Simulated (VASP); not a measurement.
# Al3N (P3m1) in VASP: notebook, part 2 of 2

VASP 6.6.1. Earlier steps stand in the parts before.

**4. Single point, PBE**

Contents of INCAR:

```
SYSTEM = Al3N
  PREC = Accurate
  ENCUT = 520
  EDIFF = 1E-7
  ISMEAR = 0
  SIGMA = 0.1
  LREAL = .False.
  LASPH = .True.
  NELM = 80
  ALGO = Normal
  ISIF = 2
  LWAVE = .False.
  LCHARG = .False.
  GGA = PE
  NBANDS = 24
```

Contents of KPOINTS:

```
regular mesh
0
Gamma
  12 12 2
  0 0 0
```

Contents of POSCAR:

```
Al3N
1.0
    3.0348707517      0.0000000000      0.0000000000
   -1.5174353758      2.6282751681      0.0000000000
    0.0000000000      0.0000000000     14.3279290455
Al N
6 2
Direct
    0.3333333333      0.6666666667      0.1839772660
    0.0000000000      0.0000000000      0.0023899682
    0.0000000000      0.0000000000      0.3627980043
    0.3333333333      0.6666666667      0.5144108880
    0.6666666667      0.3333333333      0.6753297168
    0.3333333333      0.6666666667      0.8315644437
    0.0000000000      0.0000000000      0.2285372390
    0.3333333333      0.6666666667      0.0509924738
```

The run is started by

```console
$ cat potpaw_PBE.64/Al/POTCAR potpaw_PBE.64/N/POTCAR > POTCAR
$ mpirun -np 1 vasp_std > vasp.out
```

Wall time 78 s (1 thread of Intel Xeon Platinum 8488C (Sapphire Rapids), shared host); peak memory 0.27 GiB.

The run converged. Its results:

- Free energy: -43.4016 eV
- Pressure: -0.1 GPa
- Largest force: 0.013 eV/Å
- Band gap on the k mesh: zero (band 14 reaches 9.53 eV, above the bottom of band 15 at 6.80 eV)

Forces on the atoms (eV/Å):
```
Al   0.000  0.000 -0.002
Al   0.000  0.000  0.013
Al   0.000  0.000 -0.004
Al   0.000  0.000 -0.001
Al   0.000  0.000  0.001
Al   0.000  0.000  0.003
N    0.000  0.000 -0.005
N    0.000  0.000 -0.004
```

Levels at points of the mesh, in eV from the Fermi level:
| k point | band 12 | band 13 | band 14 | band 15 | band 16 | band 17 |
| --- | --- | --- | --- | --- | --- | --- |
| (0.00, 0.00, 0.00) | -2.41 | -1.85 | 1.65 | 3.15 | 5.30 | 6.18 |
| (0.50, 0.00, 0.00) | -3.23 | -2.08 | -1.94 | -0.22 | 0.02 | 1.98 |
| (0.00, 0.00, 0.50) | -2.41 | -0.94 | 0.79 | 4.22 | 4.60 | 6.18 |
| (0.50, 0.00, 0.50) | -3.23 | -2.31 | -2.03 | -0.05 | 0.25 | 1.88 |

**5. Relaxation of cell and atoms, PBE**

This run uses another cell than the first one, of 13.60 Å³/atom, 0.952 times its volume.

Contents of INCAR:

```
  PREC = Accurate
  ENCUT = 600
  EDIFF = 1E-7
  ISMEAR = 0
  SIGMA = 0.2
  LREAL = False
  LASPH = True
  NELM = 80
  ALGO = Normal
  ISIF = 3
  LWAVE = False
  LCHARG = False
  GGA = PE
  IBRION = 2
  NSW = 36
  EDIFFG = -0.08
```

Contents of KPOINTS:

```
regular mesh
0
Gamma
  6 6 2
```

Contents of POSCAR:

```
Al3N
1.0
    3.0000000000      0.0000000000      0.0000000000
   -1.5000000000      2.5980762100      0.0000000000
    0.0000000000      0.0000000000     13.9600000000
Al N
6 2
Direct
    0.3333333300      0.6666666700      0.1810000000
    0.0000000000      0.0000000000      0.0000000000
    0.0000000000      0.0000000000      0.3620000000
    0.3333333300      0.6666666700      0.5210000000
    0.6666666700      0.3333333300      0.6810000000
    0.3333333300      0.6666666700      0.8400000000
    0.0000000000      0.0000000000      0.2220000000
    0.3333333300      0.6666666700      0.0430000000
```

Potentials or basis: VASP PAW PBE potentials, release 64 (Al, N).

The run is started by

```console
$ cat potpaw_PBE.64/Al/POTCAR potpaw_PBE.64/N/POTCAR > POTCAR
$ mpirun -np 1 vasp_std > vasp.out
```

OUTCAR:

```text
PREC = Accurate
   ENCUT = 600
   EDIFF = 1E-7
   ISMEAR = 0
   LREAL = False
   LASPH = True
   NELM = 80
   ISIF = 3
   GGA = PE
   IBRION = 2
   NSW = 36
   EDIFFG = -0.08

 ion  position               nearest neighbor table
   1  0.333  0.667  0.181-   7 1.82   7 1.82   7 1.82   8 1.93   2 3.06   3 3.06   2 3.06   3 3.06
                             2 3.06   3 3.06
   2  0.000  0.000  0.000-   8 1.83   8 1.83   8 1.83   6 2.83   6 2.83   6 2.83   1 3.06   1 3.06
                             1 3.06
   3  0.000  0.000  0.362-   7 1.95   4 2.82   4 2.82   4 2.82   1 3.06   1 3.06   1 3.06
   4  0.333  0.667  0.521-   3 2.82   3 2.82   3 2.82   5 2.83   5 2.83   5 2.83
   5  0.667  0.333  0.681-   6 2.82   6 2.82   6 2.82   4 2.83   4 2.83   4 2.83
   6  0.333  0.667  0.840-   5 2.82   5 2.82   5 2.82   2 2.83   2 2.83   2 2.83
   7  0.000  0.000  0.222-   1 1.82   1 1.82   1 1.82   3 1.95
   8  0.333  0.667  0.043-   2 1.83   2 1.83   2 1.83   1 1.93

  LATTYP: Found a hexagonal cell.
[... 310 lines left out ...]
[... ionic steps 4 to 7 ...]

--------------------------------------- Ionic step        8  -------------------------------------------

 number of electron      28.0000000 magnetization

------------------------ aborting loop because EDIFF is reached ----------------------------------------
[... 79 lines left out ...]
--------------------------------------- Ionic step       10  -------------------------------------------

 number of electron      28.0000001 magnetization

 Free energy of the ion-electron system (eV)
  ---------------------------------------------------
  ext. energy  EPLUGINS =         0.00000000
  ---------------------------------------------------
  free energy    TOTEN  =       -43.45916970 eV

  energy without entropy =      -43.41953226  energy(sigma->0) =      -43.43935098

 E-fermi :   7.4724     XC(G=0): -10.2305

 val. band max:        7.3857619505   @ k =   0.5000  -0.0000   0.0000
 cond. band min:       7.5319086722   @ k =   0.3333   0.1667   0.5000
 fundamental gap:      0.1461467217
 Fermi energy:         7.4724309644

 k-point     1 :       0.0000    0.0000    0.0000
  band No.  band energies     occupation
      1      -9.7003      2.00000
      2      -8.7253      2.00000
      3      -2.7106      2.00000
      4      -1.8168      2.00000
      5      -1.1494      2.00000
      6       1.0403      2.00000
[... 332 lines left out ...]
  FREE ENERGIE OF THE ION-ELECTRON SYSTEM (eV)
  ---------------------------------------------------
  free  energy   TOTEN  =       -43.4591697023 eV

  energy  without entropy=      -43.4195322579  energy(sigma->0) =      -43.43935098

 reached required accuracy - stopping structural energy minimisation
```

OSZICAR:

```text
N       E                     dE             d eps       ncg     rms          rms(c)
DAV:   1     0.101317606478E+03    0.10132E+03   -0.12493E+04   532   0.138E+03
DAV:   2    -0.360845377206E+02   -0.13740E+03   -0.13176E+03   676   0.220E+02
DAV:   3    -0.487803365567E+02   -0.12696E+02   -0.12587E+02   656   0.760E+01
[... 108 lines left out ...]
DAV:   3    -0.434591986763E+02    0.79585E-04   -0.15845E-04   663   0.813E-02    0.362E-02
DAV:   4    -0.434591725137E+02    0.26163E-04   -0.11185E-04   661   0.653E-02    0.972E-03
DAV:   5    -0.434591694945E+02    0.30192E-05   -0.31851E-05   665   0.387E-02    0.518E-03
DAV:   6    -0.434591697742E+02   -0.27964E-06   -0.69163E-06   596   0.172E-02    0.396E-03
DAV:   7    -0.434591697023E+02    0.71901E-07   -0.83283E-07   679   0.890E-03
  10 F= -.43459170E+02 E0= -.43439351E+02  d E =-.136858E-02
```

CONTCAR:

```text
Al3N
   1.00000000000000
     3.0200059063954674   -0.0000000000000001   -0.0000000000000000
    -1.5100029531977337    2.6154018331390168   -0.0000000000000000
    -0.0000000000000000    0.0000000000000000   14.5509443067910986
  Al              N
     6     2
Direct
     0.3333333300000021    0.6666666699999979    0.1816896361541256
     0.0000000000000000    1.0000000000000000    0.0029465265461189
     0.0000000000000000    1.0000000000000000    0.3581904599456960
     0.3333333300000021    0.6666666699999979    0.5165149218420978
     0.6666666699999979    0.3333333300000021    0.6791608438074942
     0.3333333300000021    0.6666666699999979    0.8354013580340686
     0.0000000000000000    1.0000000000000000    0.2254814696423347
     0.3333333300000021    0.6666666699999979    0.0506147840280661

  0.00000000E+00  0.00000000E+00  0.00000000E+00
  0.00000000E+00  0.00000000E+00  0.00000000E+00
  0.00000000E+00  0.00000000E+00  0.00000000E+00
  0.00000000E+00  0.00000000E+00  0.00000000E+00
  0.00000000E+00  0.00000000E+00  0.00000000E+00
  0.00000000E+00  0.00000000E+00  0.00000000E+00
  0.00000000E+00  0.00000000E+00  0.00000000E+00
  0.00000000E+00  0.00000000E+00  0.00000000E+00
```

Wall time 3 min (1 thread of Intel Xeon Platinum 8488C (Sapphire Rapids), shared host); peak memory 0.25 GiB.

Results:

| Item | Value |
| --- | --- |
| Free energy | -43.4592 eV |
| Relaxed volume | 14.37 Å³/atom |
| Relaxed cell | a = 3.020 Å, b = 3.020 Å, c = 14.551 Å, α = 90.00°, β = 90.00°, γ = 120.00° |
| Space group after relaxing (to 0.05 Å) | P3m1 (No. 156) |
| Energy gained by relaxing | 28.2 meV/atom |
| Ionic steps | 10 |
| Pressure after relaxing | -0.1 GPa |
| Largest force after relaxing | 0.074 eV/Å |
| Band gap on the k mesh | zero (band 14 reaches 9.20 eV, above the bottom of band 15 at 6.80 eV) |

Forces on the atoms (eV/Å):
```
Al   0.000  0.000 -0.043
Al   0.000  0.000 -0.035
Al   0.000  0.000  0.012
Al   0.000  0.000 -0.038
Al   0.000  0.000 -0.046
Al   0.000  0.000  0.019
N    0.000  0.000  0.074
N    0.000  0.000  0.057
```

The path:
```
step  energy change (eV)  largest force (eV/Å)  pressure (GPa)  volume (Å³)
   1              0.0000                1.1477            6.41       108.81
   2             -0.1304                0.5910           -3.37       117.60
   3             -0.1618                0.3918           -0.70       114.81
   4             -0.1947                0.2466           -0.49       114.64
   5             -0.2101                0.2715           -0.16       114.43
   6             -0.2178                0.1892            0.30       114.11
   7             -0.2185                0.1972            0.48       113.99
   8             -0.2236                0.0935            0.07       114.65
   9             -0.2241                0.0858           -0.08       114.91
  10             -0.2255                0.0743           -0.09       114.93
```

Final structure:
```cif
data_structure
_symmetry_space_group_name_H-M 'P 1'
_symmetry_Int_Tables_number 1
_cell_length_a 3.0200
_cell_length_b 3.0200
_cell_length_c 14.5509
_cell_angle_alpha 90.000
_cell_angle_beta 90.000
_cell_angle_gamma 120.000
_cell_volume 114.93
loop_
_atom_site_label
_atom_site_type_symbol
_atom_site_fract_x
_atom_site_fract_y
_atom_site_fract_z
_atom_site_occupancy
Al1 Al 0.33333 0.66667 0.18169 1
Al2 Al 0.00000 0.00000 0.00295 1
Al3 Al 0.00000 0.00000 0.35819 1
Al4 Al 0.33333 0.66667 0.51651 1
Al5 Al 0.66667 0.33333 0.67916 1
Al6 Al 0.33333 0.66667 0.83540 1
N1 N 0.00000 0.00000 0.22548 1
N2 N 0.33333 0.66667 0.05061 1
```

Caveat: the k points lie up to 0.40 Å⁻¹ apart in the final cell; the relaxation stopped at a loose force limit of 0.08 eV/Å, so its end isn't a converged minimum.

**6. Relaxation of cell and atoms, PBE**

Contents of INCAR:

```
SYSTEM = Al3N
PREC = Accurate
ENCUT = 600
EDIFF = 1E-6
ISMEAR = 0
SIGMA = 0.1
LREAL = .False.
LASPH = .True.
NELM = 80
ALGO = Normal
ISIF = 3
LWAVE = .False.
LCHARG = .False.
GGA = PE
IBRION = 2
NSW = 80
EDIFFG = -0.001
```

Contents of KPOINTS:

```
regular mesh
0
Gamma
  12 12 2
  0 0 0
```

Contents of POSCAR:

```
Al3N
1.0
    3.0346672412      0.0000000000      0.0000000000
   -1.5173336206      2.6280989229      0.0000000000
    0.0000000000      0.0000000000     14.3302047261
Al N
6 2
Direct
    0.3333333333      0.6666666667      0.1839655114
    0.0000000000      0.0000000000      0.0024007418
    0.0000000000      0.0000000000      0.3627682911
    0.3333333333      0.6666666667      0.5144175119
    0.6666666667      0.3333333333      0.6753298923
    0.3333333333      0.6666666667      0.8315549674
    0.0000000000      0.0000000000      0.2285472252
    0.3333333333      0.6666666667      0.0510158588
```

Potentials or basis: VASP PAW PBE potentials, release 64 (Al, N).

The run is started by

```console
$ cat potpaw_PBE.64/Al/POTCAR potpaw_PBE.64/N/POTCAR > POTCAR
$ mpirun -np 1 vasp_std > vasp.out
```

It took 4.6 min on 1 thread of Intel Xeon Platinum 8488C (Sapphire Rapids), shared host; peak memory 0.3 GiB.

Results (log left out):

```yaml
Free_energy: -43.4049 eV
Relaxed_volume: 14.27 Å³/atom
Relaxed_cell: a = 3.034 Å, b = 3.034 Å, c = 14.321 Å, α = 90.00°, β = 90.00°, γ = 120.00°
Space_group_after_relaxing_to_0.05_Å: P3m1 (No. 156)
Energy_gained_by_relaxing: 0.0 meV/atom
Ionic_steps: 16
Pressure_after_relaxing: 0.0 GPa
Band_gap_on_the_k_mesh: zero (band 14 reaches 9.54 eV, above the bottom of band 15 at 6.82 eV)
```

Final structure:
```
Al N
1.0
     3.03377    0.00000    0.00000
    -1.51689    2.62733    0.00000
     0.00000    0.00000   14.32070
Al N
6 2
Direct
  0.33333 0.66667 0.18395
  0.00000 0.00000 0.00238
  0.00000 0.00000 0.36280
  0.33333 0.66667 0.51441
  0.66667 0.33333 0.67535
  0.33333 0.66667 0.83163
  0.00000 0.00000 0.22851
  0.33333 0.66667 0.05096
```

Levels at points of the mesh, in eV from the Fermi level:
| k point | band 10 | band 11 | band 12 | band 13 | band 14 | band 15 | band 16 | band 17 | band 18 | band 19 |
| --- | --- | --- | --- | --- | --- | --- | --- | --- | --- | --- |
| (0.00, 0.00, 0.00) | -2.73 | -2.41 | -2.41 | -1.85 | 1.65 | 3.16 | 5.30 | 6.19 | 8.58 | 8.85 |
| (0.50, 0.00, 0.00) | -3.85 | -3.75 | -3.23 | -2.08 | -1.94 | -0.22 | 0.02 | 1.98 | 2.67 | 3.68 |
| (0.00, 0.00, 0.50) | -2.73 | -2.41 | -2.41 | -0.94 | 0.79 | 4.23 | 4.61 | 6.18 | 8.21 | 8.85 |
| (0.50, 0.00, 0.50) | -3.77 | -3.61 | -3.23 | -2.31 | -2.03 | -0.05 | 0.25 | 1.88 | 2.11 | 4.23 |

**7. The runs side by side**

```csv
task,cell,k mesh,cutoff (eV),smearing,gap on the mesh (eV),pressure (GPa),relaxed volume (Å³/atom),largest force (eV/Å)
single point,"a = 3.035, b = 3.035, c = 14.330 Å, angles 90.0, 90.0, 120.0°, 8 atoms",12 × 12 × 2,520,gaussian 0.1 eV,none,-0.1,-,0.01
single point,"a = 3.035, b = 3.035, c = 14.330 Å, angles 90.0, 90.0, 120.0°, 8 atoms",12 × 12 × 2,520,gaussian 0.2 eV,none,-0.1,-,0.02
single point,"a = 3.035, b = 3.035, c = 14.328 Å, angles 90.0, 90.0, 120.0°, 8 atoms",12 × 12 × 2,520,gaussian 0.1 eV,none,-0.1,-,0.01
relaxation of cell and atoms,"relaxed from a = 3.000, b = 3.000, c = 13.960 Å, angles 90.0, 90.0, 120.0°, 8 atoms",6 × 6 × 2,600,gaussian 0.2 eV,none,-0.1,14.37,0.07
relaxation of cell and atoms,"relaxed from a = 3.035, b = 3.035, c = 14.330 Å, angles 90.0, 90.0, 120.0°, 8 atoms",12 × 12 × 2,600,gaussian 0.1 eV,none,0.0,14.27,-
```

Alike in all rows: level PBE; potentials or basis VASP PAW PBE potentials, release 64 (Al, N); no spin polarisation.

Caveats: some runs use coarse meshes; the relaxation stopped at a loose force limit of 0.08 eV/Å, so its end isn't a converged minimum (some runs).

Absolute energies hang on the potentials; compare differences alone.
